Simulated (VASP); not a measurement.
# SnSe2 (P-3m1) in VASP: vibrations by perturbation theory with PBE

Aim: the vibrations by perturbation theory of SnSe2 with PBE.

All numbers are computed with VASP 6.6.1; they aren't measurements. Logs are shortened: lines on timing, memory, paths and dates and some standing lists are left out, and cuts for length are marked.

## (1) The cell of the first run

The structure is trigonal, space group P-3m1 (No. 164). Conventional cell: a = 3.811 Å, b = 3.811 Å, c = 6.136 Å, α = 90.00°, β = 90.00°, γ = 120.00°. Within 3.5 Å of Sn (site symmetry -3m) lie 6 Se at 2.68 Å. Within 3.5 Å of Se (site symmetry 3m) lie 3 Sn at 2.68 Å.

## (2) Vibrations by perturbation theory, PBE

Input file INCAR:

```
  ALGO = Normal
  EDIFF = 1E-8
  ENCUT = 520
  GGA = PE
  IBRION = 8
  ISIF = 2
  ISMEAR = 1
  LASPH = True
  LCHARG = False
  LREAL = False
  LWAVE = False
  NELM = 100
  NSW = 1
  PREC = Accurate
  SIGMA = 0.1
```

Input file KPOINTS:

```
k-points
0
Gamma
  6 6 4
```

Input file POSCAR:

```
SnSe2
1.0
    3.8110000000      0.0000000000      0.0000000000
   -1.9055000000      3.3004228100      0.0000000000
    0.0000000000      0.0000000000      6.1360000000
Sn Se
1 2
Direct
    0.0000000000      0.0000000000      0.0000000000
    0.3333333333      0.6666666667      0.2490000000
    0.6666666667      0.3333333333      0.7510000000
```

Potentials or basis: VASP PAW PBE potentials, release 64 (Sn_d, Se).

The run is started by

```sh
$ cat potpaw_PBE.64/Sn_d/POTCAR potpaw_PBE.64/Se/POTCAR > POTCAR
$ mpirun -np 1 vasp_std > vasp.out
```

OUTCAR:

```text
EDIFF = 1E-8
   ENCUT = 520
   GGA = PE
   IBRION = 8
   ISIF = 2
   ISMEAR = 1
   LASPH = True
   LREAL = False
   NELM = 100
   NSW = 1
   PREC = Accurate

 ion  position               nearest neighbor table
   1  0.000  0.000  0.000-   2 2.68   3 2.68   3 2.68   2 2.68   3 2.68   2 2.68
   2  0.333  0.667  0.249-   1 2.68   1 2.68   1 2.68
   3  0.667  0.333  0.751-   1 2.68   1 2.68   1 2.68

  LATTYP: Found a hexagonal cell.
 ALAT       =     3.8110000000
 C/A-ratio  =     1.6100760955

  Lattice vectors:

 A1 = (   3.8110000000,   0.0000000000,   0.0000000000)
 A2 = (  -1.9055000000,   3.3004228100,   0.0000000000)
 A3 = (   0.0000000000,   0.0000000000,   6.1360000000)

Analysis of symmetry for initial positions (statically):
=====================================================================
 Subroutine PRICEL returns:
 Original cell was already a primitive cell.

 Routine SETGRP: Setting up the symmetry group for a
 hexagonal supercell.

 Subroutine GETGRP returns: Found 12 space group operations
 (whereof 12 operations were pure point group operations)
 out of a pool of 24 trial point group operations.

The static configuration has the point symmetry D_3d.

Analysis of symmetry for dynamics (positions and initial velocities):
=====================================================================
 Subroutine PRICEL returns:
 Original cell was already a primitive cell.

 Routine SETGRP: Setting up the symmetry group for a
 hexagonal supercell.

 Subroutine GETGRP returns: Found 12 space group operations
 (whereof 12 operations were pure point group operations)
 out of a pool of 24 trial point group operations.

The dynamic configuration has the point symmetry D_3d.

 Subroutine INISYM returns: Found 12 space group operations
 (whereof 12 operations are pure point group operations),
 and found     1 'primitive' translations

----------------------------------------------------------------------------------------

                                     Primitive cell

  volume of cell :      77.1781

  direct lattice vectors                    reciprocal lattice vectors
     3.811000000  0.000000000  0.000000000     0.262398321  0.151495741  0.000000000
    -1.905500000  3.300422810  0.000000000     0.000000000  0.302991482  0.000000000
     0.000000000  0.000000000  6.136000000     0.000000000  0.000000000  0.162972621

  length of vectors
     3.811000000  3.810999997  6.136000000     0.302991482  0.302991482  0.162972621

  position of ions in fractional coordinates (direct lattice)
     0.000000000  0.000000000  0.000000000
     0.333333333  0.666666667  0.249000000
     0.666666667  0.333333333  0.751000000

  ion indices of the primitive-cell ions
   primitive index   ion index
                 1           1
                 2           2
                 3           3

----------------------------------------------------------------------------------------

 KPOINTS: k-points

Automatic generation of k-mesh.
 Grid dimensions read from file:
 generate k-points for:    6    6    4

 Generating k-lattice:

[... 89 lines left out ...]
   LEPSILON=     F    determine dielectric tensor
   LRPA    =     F    only Hartree local field effects (RPA)
 non-spin polarized calculation
 Methfessel and Paxton  Order N= 1 SIGMA  =   0.10
  energy-cutoff  :      520.00
  volume of cell :       77.18
 maximum number of plane-waves:      2109
   NGX = 15   NGY = 15   NGZ = 23

--------------------------------------- Ionic step        1  -------------------------------------------

 number of electron      26.0000006 magnetization

 Free energy of the ion-electron system (eV)
  ---------------------------------------------------
  ext. energy  EPLUGINS =         0.00000000
  ---------------------------------------------------
  free energy    TOTEN  =       -11.73682282 eV

  energy without entropy =      -11.73792969  energy(sigma->0) =      -11.73719177

 E-fermi :   4.2052     XC(G=0):  -9.4529

 val. band max:        4.1695941027   @ k =   0.0000   0.0000   0.0000
 cond. band min:       4.9865627763   @ k =   0.5000  -0.0000   0.2500
 fundamental gap:      0.8169686737
 Fermi energy:         4.2052092278

 k-point     1 :       0.0000    0.0000    0.0000
  band No.  band energies     occupation
      1     -17.0973      2.00000
      2     -17.0973      2.00000
      3     -17.0592      2.00000
      4     -17.0437      2.00000
      5     -17.0437      2.00000
      6      -9.8260      2.00000
[... 459 lines left out ...]
      6      -7.6792      2.00000
[... 9 lines left out ...]
     16       8.9210      0.00000
     17      10.4233      0.00000

------------------------ aborting loop because EDIFF is reached ----------------------------------------

  FORCE on cell =-STRESS in cart. coord.  units (eV):
  Direction    XX          YY          ZZ          XY          YZ          ZX
  --------------------------------------------------------------------------------------
  -------------------------------------------------------------------------------------
  Total        2.5270963      2.5270963      3.1125415      0.0000000     -0.0000000     -0.0000000
  in kB       52.4612332     52.4612331     64.6147768      0.0000000     -0.0000000     -0.0000000
  external PRESSURE =      56.5124144 kB  Pullay stress =       0.0000000 kB

 VOLUME and BASIS-vectors are now :
 -----------------------------------------------------------------------------
  energy-cutoff  :      520.00
  volume of cell :       77.18
      direct lattice vectors                 reciprocal lattice vectors
     3.811000000  0.000000000  0.000000000     0.262398321  0.151495741  0.000000000
    -1.905500000  3.300422810  0.000000000     0.000000000  0.302991482  0.000000000
     0.000000000  0.000000000  6.136000000     0.000000000  0.000000000  0.162972621

 POSITION                                       TOTAL-FORCE (eV/Angst)
 -----------------------------------------------------------------------------------
      0.00000      0.00000      0.00000        -0.000000      0.000000      0.000000
     -0.00000      2.20028      1.52786        -0.000000      0.000000      0.790491
      1.90550      1.10014      4.60814         0.000000     -0.000000     -0.790491
 -----------------------------------------------------------------------------------
    total drift:                                0.000000      0.000000      0.000000

  FREE ENERGIE OF THE ION-ELECTRON SYSTEM (eV)
  ---------------------------------------------------
  free  energy   TOTEN  =       -11.7368228155 eV

  energy  without entropy=      -11.7379296914  energy(sigma->0) =      -11.73719177

[... ionic steps 2 to 3 ...]

--------------------------------------- Ionic step        4  -------------------------------------------

------------------------ aborting loop because EDIFF is reached ----------------------------------------
[... 11 lines left out ...]
[... ionic steps 8 to 8 ...]

--------------------------------------- Ionic step        9  -------------------------------------------

 Free energy of the ion-electron system (eV)
  ---------------------------------------------------
  ---------------------------------------------------
  free energy    TOTEN  =        -0.09824456 eV

  energy without entropy =       -0.09824799

------------------------ aborting loop because EDIFF is reached ----------------------------------------

 INTERNAL STRAIN TENSOR  FOR ION    2  DIRECTION 3   (eV/Angst):
 -----------------------------------------------------------------------------
    -7.33858 -0.00000  0.00000
    -0.00000 -7.33858  0.00000
    -0.00000  0.00000-15.04746

 INTERNAL STRAIN TENSOR FOR ION    3 for displacements in x,y,z  (eV/Angst):
          X           Y           Z          XY          YZ          ZX
  --------------------------------------------------------------------------------
  x     0.00000     0.00000     0.00000    -1.53073     0.00000     6.76223
  y    -1.53073     1.53073     0.00000     0.00000     5.61342    -0.00000
  z     7.33858     7.33858    15.04746     0.00000    -0.00000    -0.00000

 SECOND DERIVATIVES (NOT SYMMETRIZED)
 ------------------------------------
               1X          1Y          1Z          2X          2Y          2Z          3X          3Y          3Z
  1X    -6.748723    0.000000    0.000000    3.374361    0.000000    0.000000    3.374361    0.000000    0.000000
  1Y     0.000000   -6.748723    0.000000    0.000000    3.374361    0.000000    0.000000    3.374361    0.000000
  1Z     0.000000    0.000000  -16.638831    0.000000    0.000000    8.319416    0.000000    0.000000    8.319416
  2X     3.376122    0.000000    0.000000   -4.184007    0.000000    0.000000    0.807886    0.000000    0.000000
  2Y     0.000000    3.376122   -0.000000    0.000000   -4.184007    0.000000    0.000000    0.807886    0.000000
  2Z    -0.000000    0.000000    8.308870    0.000000    0.000000   -9.681786    0.000000    0.000000    1.372915
  3X     3.376122    0.000000    0.000000    0.807886    0.000000    0.000000   -4.184007    0.000000    0.000000
  3Y     0.000000    3.376122   -0.000000    0.000000    0.807886    0.000000    0.000000   -4.184007    0.000000
  3Z    -0.000000    0.000000    8.308870    0.000000    0.000000    1.372915    0.000000    0.000000   -9.681786

 Eigenvectors and eigenvalues of the dynamical matrix
 ----------------------------------------------------

   1 f  =    7.744287 THz    48.658789 2PiTHz  258.321600 cm-1    32.027782 meV
             X         Y         Z           dx          dy          dz
      0.000000  0.000000  0.000000    -0.000000    0.000000    0.755766
     -0.000000  2.200282  1.527864    -0.000000    0.000000   -0.463043
      1.905500  1.100141  4.608136     0.000000    0.000000   -0.463043
[... 43 lines left out ...]
   9 f/i=    0.002431 THz     0.015272 2PiTHz    0.081076 cm-1     0.010052 meV
             X         Y         Z           dx          dy          dz
      0.000000  0.000000  0.000000     0.000000    0.000000   -0.654842
     -0.000000  2.200282  1.527864    -0.000000    0.000000   -0.534407
      1.905500  1.100141  4.608136    -0.000000    0.000000   -0.534407

--------------------------------------------------------------------------------------------------------

 ELASTIC MODULI CONTR FROM IONIC RELAXATION (kBar)
 Direction    XX          YY          ZZ          XY          YZ          ZX
 --------------------------------------------------------------------------------
 XX        -221.7550   -182.7782   -414.7393     -0.0000     71.4672      0.0000
 YY        -182.7782   -221.7550   -414.7393     -0.0000    -71.4672      0.0000
 ZZ        -414.7393   -414.7393   -850.4057     -0.0000     -0.0000      0.0000
 XY          -0.0000     -0.0000     -0.0000    -19.4884     -0.0000     86.0932
 YZ          71.4672    -71.4672     -0.0000     -0.0000   -262.0818      0.0000
 ZX           0.0000      0.0000      0.0000     86.0932      0.0000   -380.3303
 --------------------------------------------------------------------------------
```

It took 14 min on 1 thread of Intel Xeon 8259CL, shared host; peak memory 0.43 GiB.

What came out:

```yaml
Highest_phonon_frequency_at_Γ_LO-TO_splitting_left_out: 258 cm⁻¹
```

Phonon frequencies in cm⁻¹ (negative: imaginary):
```
              q point                    frequencies
(0.000, 0.000, 0.000)  0 0 0 131 131 165 165 195 258
```

Caveat: the cell stands under pressure or tension, which shifts response properties; spin-orbit coupling is left out, which moves the levels of the heavy elements; this functional lacks dispersion, which binds the layers, so the pressure and a relaxed spacing across them are unreliable.
